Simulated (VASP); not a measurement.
# BeS (Pm-3m) in VASP: a series of runs

BeS is run at these levels: r2SCAN, PBE; tasks: single point.

All numbers are computed with VASP 6.6.1; they aren't measurements. Logs are shortened: lines on timing, memory, paths and dates and some standing lists are left out, and cuts for length are marked.

## 1. The cell of the first run

Symmetry: Pm-3m, No. 221, cubic system. The conventional cell has a = 2.941 Å, b = 2.941 Å, c = 2.941 Å, α = 90.00°, β = 90.00°, γ = 90.00°. Be (site symmetry m-3m) has 8 S at 2.55 Å and 6 Be at 2.94 Å within 3.4 Å. Within 3.4 Å of S (site symmetry m-3m) lie 8 Be at 2.55 Å and 6 S at 2.94 Å.

## 2. Single point, r2SCAN

Contents of POSCAR:

```
BeS
1.0
    2.9413850451      0.0000000000      0.0000000000
    0.0000000000      2.9413850451      0.0000000000
    0.0000000000      0.0000000000      2.9413850451
Be S
1 1
Direct
    0.0000000000      0.0000000000      0.0000000000
    0.5000000000      0.5000000000      0.5000000000
```

Contents of INCAR.step1:

```
PREC = Accurate
ENCUT = 660
ISMEAR = -1
SIGMA = 0.02
LREAL = F
LASPH = T
NELM = 120
NBANDS = 11
GGA = PE
ALGO = Normal
EDIFF = 1E-5
LWAVE = T
LCHARG = F
GGA_COMPAT = F
```

Contents of INCAR.step2:

```
PREC = Accurate
ENCUT = 660
EDIFF = 1E-6
ISMEAR = -1
SIGMA = 0.02
LREAL = F
LASPH = T
NELM = 120
ALGO = Normal
ISIF = 2
LWAVE = F
LCHARG = T
METAGGA = R2SCAN
LMIXTAU = T
LELF = T
LVHAR = T
NBANDS = 11
ISTART = 1
GGA_COMPAT = F
```

Contents of KPOINTS:

```
regular mesh
0
Gamma
  6 6 6
```

Potentials or basis: VASP PAW PBE potentials, release 64 (Be, S).

Command:

```console
cat potpaw_PBE.64/Be/POTCAR potpaw_PBE.64/S/POTCAR > POTCAR
cp INCAR.step1 INCAR
mpirun -np 1 vasp_std > vasp.out
cp INCAR.step2 INCAR
mpirun -np 1 vasp_std > vasp.out
```

OUTCAR:

```text
PREC = Accurate
   ENCUT = 660
   EDIFF = 1E-6
   ISMEAR = -1
   LREAL = F
   LASPH = T
   NELM = 120
   ISIF = 2
   METAGGA = R2SCAN
   ISTART = 1

 ion  position               nearest neighbor table
   1  0.000  0.000  0.000-   2 2.55   2 2.55   2 2.55   2 2.55   2 2.55   2 2.55   2 2.55   2 2.55

   2  0.500  0.500  0.500-   1 2.55   1 2.55   1 2.55   1 2.55   1 2.55   1 2.55   1 2.55   1 2.55

  LATTYP: Found a simple cubic cell.
 ALAT       =     2.9413850451

  Lattice vectors:

 A1 = (   2.9413850451,   0.0000000000,   0.0000000000)
 A2 = (   0.0000000000,   2.9413850451,   0.0000000000)
 A3 = (   0.0000000000,   0.0000000000,   2.9413850451)

Analysis of symmetry for initial positions (statically):
=====================================================================
 Subroutine PRICEL returns:
 Original cell was already a primitive cell.

 Routine SETGRP: Setting up the symmetry group for a
 simple cubic supercell.

 Subroutine GETGRP returns: Found 48 space group operations
 (whereof 48 operations were pure point group operations)
 out of a pool of 48 trial point group operations.

The static configuration has the point symmetry O_h .

Analysis of symmetry for dynamics (positions and initial velocities):
=====================================================================
 Subroutine PRICEL returns:
 Original cell was already a primitive cell.

 Routine SETGRP: Setting up the symmetry group for a
 simple cubic supercell.

 Subroutine GETGRP returns: Found 48 space group operations
 (whereof 48 operations were pure point group operations)
 out of a pool of 48 trial point group operations.

The dynamic configuration has the point symmetry O_h .

 Subroutine INISYM returns: Found 48 space group operations
 (whereof 48 operations are pure point group operations),
 and found     1 'primitive' translations

----------------------------------------------------------------------------------------

                                     Primitive cell

  volume of cell :      25.4481

  direct lattice vectors                    reciprocal lattice vectors
     2.941385045  0.000000000  0.000000000     0.339975890  0.000000000  0.000000000
     0.000000000  2.941385045  0.000000000     0.000000000  0.339975890  0.000000000
     0.000000000  0.000000000  2.941385045     0.000000000  0.000000000  0.339975890

  length of vectors
     2.941385045  2.941385045  2.941385045     0.339975890  0.339975890  0.339975890

  position of ions in fractional coordinates (direct lattice)
     0.000000000  0.000000000  0.000000000
     0.500000000  0.500000000  0.500000000

  ion indices of the primitive-cell ions
   primitive index   ion index
                 1           1
                 2           2

----------------------------------------------------------------------------------------

 KPOINTS: regular mesh

Automatic generation of k-mesh.
 Grid dimensions read from file:
 generate k-points for:    6    6    6

 Generating k-lattice:

  Cartesian coordinates                     Fractional coordinates (reciprocal lattice)
     0.056662648  0.000000000  0.000000000     0.166666667  0.000000000  0.000000000
     0.000000000  0.056662648  0.000000000     0.000000000  0.166666667  0.000000000
     0.000000000  0.000000000  0.056662648     0.000000000  0.000000000  0.166666667

  Length of vectors
     0.056662648  0.056662648  0.056662648

  Shift w.r.t. Gamma in fractional coordinates (k-lattice)
     0.000000000  0.000000000  0.000000000

 Subroutine IBZKPT returns following result:
 ===========================================

 Found     20 irreducible k-points:

 Following reciprocal coordinates:
            Coordinates               Weight
  0.000000  0.000000  0.000000      1.000000
  0.166667  0.000000  0.000000      6.000000
  0.333333  0.000000  0.000000      6.000000
  0.500000  0.000000  0.000000      3.000000
  0.166667  0.166667  0.000000     12.000000
  0.333333  0.166667  0.000000     24.000000
[... 12 lines left out ...]
  0.500000  0.500000  0.333333      6.000000
  0.500000  0.500000  0.500000      1.000000
   k-points           NKPTS =     20   k-points in BZ     NKDIM =     20   number of bands    NBANDS=     11
   number of dos      NEDOS =    301   number of ions     NIONS =      2
   total plane-waves  NPLWV =  21952
   dimension x,y,z NGX =    28 NGY =   28 NGZ =   28
   dimension x,y,z NGXF=    56 NGYF=   56 NGZF=   56
   ions per type =               1   1
   NGX,Y,Z   is equivalent  to a cutoff of  15.83, 15.83, 15.83 a.u.
   NGXF,Y,Z  is equivalent  to a cutoff of  31.65, 31.65, 31.65 a.u.
 SYSTEM =  unknown system
   PREC   = accura    normal or accurate (medium, high low for compatibility)
   ISTART =      1    job   : 0-new  1-cont  2-samecut
   ICHARG =      0    charge: 1-file 2-atom 10-const
   ISPIN  =      1    spin polarized calculation?
   LNONCOLLINEAR =      F non collinear calculations
   LSORBIT =      F    spin-orbit coupling
   LASPH  =      T    aspherical Exc in radial PAW
   ENCUT  =  660.0 eV  48.51 Ry    6.96 a.u.   6.16  6.16  6.16*2*pi/ulx,y,z
   NELM   =    120;   NELMIN=  2; NELMDL=  0     # of ELM steps
   EDIFF  = 0.1E-05   stopping-criterion for ELM
   LREAL  =      F    real-space projection
[... 7 lines left out ...]
   TEBEG  =    0.0;   TEEND  =   0.0 temperature during run
   PSTRESS=    0.0 pullay stress
   NELECT =       8.0000    total number of electrons
   NUPDOWN=      -1.0000    fix difference up-down
   EMIN   =  10.00;   EMAX   =-10.00  energy-range for DOS
   EFERMI =   0.00;   METHOD = LEGACY
   ISMEAR =    -1;   SIGMA  =   0.02  broadening in eV -4-tet -1-fermi 0-gaus
   EFERMI_NEDOS =   21; number of points for ismear=-14 and -15
   IALGO  =     38    algorithm
   IMIX   =      4    mixing-type and parameters
     AMIX     =   0.40;   BMIX     =  1.00
     AMIX_MAG =   1.60;   BMIX_MAG =  1.00
  volume/ion in A,a.u.               =      12.72        85.87
  Fermi-wavevector in a.u.,A,eV,Ry     =   1.113148  2.103545 16.858961  1.239099
  Thomas-Fermi vector in A             =   2.249730
   LORBIT       =      0    0 simple, 1 ext, 2 COOP (PROOUT), +10 PAW based schemes
   METAGGA = R2SCAN    functional components
   LHFCALC =     F    Hartree Fock is set to
   AEXX    =    0.0000 exact exchange contribution
   IVDW    =     0    specifies the selected vdW correction
   LEPSILON=     F    determine dielectric tensor
   LRPA    =     F    only Hartree local field effects (RPA)
 non-spin polarized calculation
  energy-cutoff  :      660.00
  volume of cell :       25.45
 maximum number of plane-waves:      1000
 NGX is ok and might be reduce to    28
   NGX = 13   NGY = 13   NGZ = 13

 number of electron       7.9999999 magnetization

 Free energy of the ion-electron system (eV)
  ---------------------------------------------------
  ext. energy  EPLUGINS =         0.00000000
  ---------------------------------------------------
  free energy    TOTEN  =       -11.37184461 eV

  energy without entropy =      -11.36871980  energy(sigma->0) =      -11.37028220

 E-fermi :   7.5051     XC(G=0): -11.2573

 val. band max:        7.4374113676   @ k =   0.5000   0.0000   0.0000
 cond. band min:       7.5146511686   @ k =   0.5000   0.3333   0.1667
 fundamental gap:      0.0772398010
 Fermi energy:         7.5051165625

 k-point     1 :       0.0000    0.0000    0.0000
  band No.  band energies     occupation
      1      -9.4078      2.00000
      2       5.6522      2.00000
      3       5.6522      2.00000
      4       5.6522      2.00000
      5       9.5337      0.00000
      6      12.9634      0.00000
      7      12.9634      0.00000
      8      18.4485      0.00000
      9      18.4485      0.00000
     10      18.4485      0.00000
     11      24.1295      0.00000

 k-point     2 :       0.1667    0.0000    0.0000
  band No.  band energies     occupation
      1      -9.0525      2.00000
      2       3.1130      2.00000
      3       5.9873      2.00000
      4       5.9873      2.00000
      5      10.3612      0.00000
      6      13.4046      0.00000
      7      15.3816      0.00000
      8      16.9706      0.00000
      9      16.9706      0.00000
     10      18.0398      0.00000
     11      24.4415      0.00000

 k-point     3 :       0.3333    0.0000    0.0000
  band No.  band energies     occupation
      1      -8.1393      2.00000
      2      -0.0990      2.00000
      3       6.8389      2.00000
      4       6.8389      2.00000
      5      11.1125      0.00000
      6      14.4651      0.00000
      7      14.4651      0.00000
      8      14.6204      0.00000
      9      15.6656      0.00000
     10      21.8761      0.00000
     11      22.0415      0.00000

 k-point     4 :       0.5000    0.0000    0.0000
  band No.  band energies     occupation
      1      -7.4828      2.00000
      2      -1.5738      2.00000
      3       7.4374      1.93448
      4       7.4374      1.93448
      5      11.5485      0.00000
      6      13.2080      0.00000
      7      13.2080      0.00000
      8      14.9581      0.00000
      9      15.6692      0.00000
     10      20.0195      0.00000
     11      25.6719      0.00000
[... 183 lines left out ...]
 k-point    18 :       0.5000    0.3333    0.3333
  band No.  band energies     occupation
      1      -4.9989      2.00000
      2       1.0552      2.00000
      3       2.8801      2.00000
      4       3.5707      2.00000
      5       8.0461      0.00000
      6       8.5801      0.00000
      7      10.4839      0.00000
      8      14.0113      0.00000
      9      24.3698      0.00000
     10      24.6588      0.00000
     11      25.8003      0.00000

 k-point    19 :       0.5000    0.5000    0.3333
  band No.  band energies     occupation
      1      -4.4068      2.00000
      2       1.8475      2.00000
      3       1.8475      2.00000
      4       4.0340      2.00000
      5       6.6654      2.00000
      6       8.9300      0.00000
      7       8.9300      0.00000
      8      12.8518      0.00000
      9      25.4974      0.00000
     10      26.9836      0.00000
     11      26.9836      0.00000

 k-point    20 :       0.5000    0.5000    0.5000
  band No.  band energies     occupation
      1      -3.8730      2.00000
      2       2.7851      2.00000
      3       2.7851      2.00000
      4       2.7851      2.00000
      5       7.1160      2.00000
      6       7.1160      2.00000
      7       7.1160      2.00000
      8      11.8256      0.00000
      9      29.6770      0.00000
     10      29.6770      0.00000
     11      29.6770      0.00000

------------------------ aborting loop because EDIFF is reached ----------------------------------------

  FORCE on cell =-STRESS in cart. coord.  units (eV):
  Direction    XX          YY          ZZ          XY          YZ          ZX
  --------------------------------------------------------------------------------------
  -------------------------------------------------------------------------------------
  Total       -0.1464872     -0.1464872     -0.1464872     -0.0000000     -0.0000000      0.0000000
  in kB       -9.2226283     -9.2226283     -9.2226283     -0.0000000     -0.0000000      0.0000000
  external PRESSURE =      -9.2226283 kB  Pullay stress =       0.0000000 kB

 VOLUME and BASIS-vectors are now :
 -----------------------------------------------------------------------------
  energy-cutoff  :      660.00
  volume of cell :       25.45
      direct lattice vectors                 reciprocal lattice vectors
     2.941385045  0.000000000  0.000000000     0.339975890  0.000000000  0.000000000
     0.000000000  2.941385045  0.000000000     0.000000000  0.339975890  0.000000000
     0.000000000  0.000000000  2.941385045     0.000000000  0.000000000  0.339975890

 POSITION                                       TOTAL-FORCE (eV/Angst)
 -----------------------------------------------------------------------------------
      0.00000      0.00000      0.00000         0.000000      0.000000      0.000000
      1.47069      1.47069      1.47069         0.000000      0.000000      0.000000
 -----------------------------------------------------------------------------------
    total drift:                               -0.000000      0.000000      0.000000

  FREE ENERGIE OF THE ION-ELECTRON SYSTEM (eV)
  ---------------------------------------------------
  free  energy   TOTEN  =       -11.3718446069 eV

  energy  without entropy=      -11.3687197961  energy(sigma->0) =      -11.37028220
```

It took 89 s on 1 thread of Intel Xeon 8259CL, shared host; peak memory 0.16 GiB.

Results:

| Property | Result |
| --- | --- |
| Free energy | -11.3718 eV |
| Pressure | -0.9 GPa |
| Band gap on the k mesh | zero (band 4 reaches 7.77 eV, above the bottom of band 5 at 6.67 eV) |

Caveat: the PAW data sets were made with another functional, which shifts forces and pressure a little.

## 3. Single point, PBE, collinear spin, ferromagnetic start

Contents of INCAR:

```
ALGO = Normal
EDIFF = 1E-6
ENCUT = 600
GGA = PE
GGA_COMPAT = F
ISIF = 2
ISMEAR = -1
ISPIN = 2
LASPH = T
LCHARG = F
LORBIT = 11
LREAL = F
LWAVE = F
MAGMOM = 0.05 0
NBANDS = 15
NELM = 200
PREC = Accurate
SIGMA = 0.02
```

Contents of KPOINTS:

```
k-points
0
Gamma
  6 6 6
```

POSCAR is that of step 2.

Potentials or basis: VASP PAW PBE potentials, release 64 (Be, S).

Command:

```console
cat potpaw_PBE.64/Be/POTCAR potpaw_PBE.64/S/POTCAR > POTCAR
mpirun -np 1 vasp_std > vasp.out
```

Wall time 36 s (1 thread of Intel Xeon 8259CL, shared host); peak memory 0.15 GiB.

It converged, with:

```yaml
Free_energy: -6.9959 eV
Pressure: -2.3 GPa
Band_gap_on_the_k_mesh: zero (filled and empty bands overlap)
Net_moment: 0.00 μB per cell
Valence_electrons_inside_the_program's_atomic_spheres: Be 0.70; S 3.64
```

Levels at points of the mesh, in eV from the Fermi level:
Spin up:
```
           k point  band 2  band 3  band 4  band 5  band 6  band 7
(0.00, 0.00, 0.00)   -1.65   -1.65   -1.65    1.66    5.14    5.14
(0.50, 0.00, 0.00)   -8.52    0.05    0.05    3.55    5.32    5.32
(0.50, 0.50, 0.00)   -6.75   -6.75   -1.64    1.03    7.73    7.73
(0.50, 0.50, 0.50)   -4.39   -4.39   -4.39   -0.43   -0.43   -0.43
```
Spin down:
| k point | band 1 | band 2 | band 3 | band 4 | band 5 | band 6 | band 7 | band 8 |
| --- | --- | --- | --- | --- | --- | --- | --- | --- |
| (0.00, 0.00, 0.00) | -15.99 | -1.65 | -1.65 | -1.65 | 1.67 | 5.14 | 5.14 | 10.02 |
| (0.50, 0.00, 0.00) | -14.19 | -8.52 | 0.05 | 0.05 | 3.55 | 5.32 | 5.32 | 6.84 |
| (0.50, 0.50, 0.00) | -12.35 | -6.75 | -6.75 | -1.64 | 1.03 | 7.74 | 7.74 | 8.04 |
| (0.50, 0.50, 0.50) | -10.81 | -4.39 | -4.39 | -4.39 | -0.43 | -0.43 | -0.43 | 3.96 |

(Continued in part 2 of 2.)
